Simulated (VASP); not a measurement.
Set up this calculation in VASP 6.6.1, as the native input.

```
Task                   : single point
Functional             : r2SCAN
Potentials or basis    : VASP PAW PBE potentials, release 64 (B, N)
Cutoff                 : 520 eV
k mesh                 : 10 × 10 × 10
Occupations            : gaussian, width 0.01 eV
Spin                   : no spin polarisation
Dipole correction      : no
Further INCAR settings : ALGO = Normal; EDIFF = 1e-06; NBANDS = 11
```

Crystal: BN (Qingsongite).

```
B N
1.0
     0.00000    1.82270    1.82270
     1.82270    0.00000    1.82270
     1.82270    1.82270    0.00000
B N
1 1
Direct
  0.00000 0.00000 0.00000
  0.25000 0.25000 0.25000
```

This cell differs from its parent crystal: volume changed by +3%.

One way to write it, as run:

POSCAR

```
BN
1.0
    0.0000000000      1.8226952699      1.8226952699
    1.8226952699      0.0000000000      1.8226952699
    1.8226952699      1.8226952699      0.0000000000
B N
1 1
Direct
    0.0000000000      0.0000000000      0.0000000000
    0.2500000000      0.2500000000      0.2500000000
```

INCAR.step1

```
PREC     = Accurate       # precision mode
ENCUT    = 520            # plane-wave cutoff, eV
ISMEAR   = 0              # smearing method
SIGMA    = 0.01           # smearing width, eV
LREAL    = F              # projectors in reciprocal space
LASPH    = T              # aspherical terms in the spheres
NELM     = 60             # most SCF steps
NBANDS   = 11             # bands
GGA      = PE             # functional
ALGO     = Normal         # electronic algorithm
EDIFF    = 1E-4           # SCF threshold, eV
LWAVE    = T              # write WAVECAR
LCHARG   = F              # write CHGCAR
```

INCAR.step2

```
PREC     = Accurate       # precision mode
ENCUT    = 520            # plane-wave cutoff, eV
EDIFF    = 1E-6           # SCF threshold, eV
ISMEAR   = 0              # smearing method
SIGMA    = 0.01           # smearing width, eV
LREAL    = F              # projectors in reciprocal space
LASPH    = T              # aspherical terms in the spheres
NELM     = 60             # most SCF steps
ALGO     = Normal         # electronic algorithm
ISIF     = 2              # what is computed and relaxed
LWAVE    = F              # write WAVECAR
LCHARG   = F              # write CHGCAR
METAGGA  = R2SCAN         # meta-GGA
LMIXTAU  = T            
NBANDS   = 11             # bands
ISTART   = 1
```

KPOINTS

```
regular mesh
0
Gamma
  10 10 10
```

Potentials or basis: VASP PAW PBE potentials, release 64 (B, N).

The run is started by

```sh
$ cat potpaw_PBE.64/B/POTCAR potpaw_PBE.64/N/POTCAR > POTCAR
$ cp INCAR.step1 INCAR
$ mpirun -np 1 vasp_std > vasp.out
$ cp INCAR.step2 INCAR
$ mpirun -np 1 vasp_std > vasp.out
```

It gave:

```json
{
  "Pressure": "-9.9 GPa",
  "Band gap on the k mesh": "4.94 eV, indirect (least direct gap 9.40 eV)"
}
```

Caveat: the PAW data sets were made with another functional, which shifts forces and pressure a little.

Run time: 26 s on 1 thread of Intel(R) Xeon(R) Platinum 8488C (Sapphire Rapids), with other jobs on the host, peak memory 0.12 GiB.
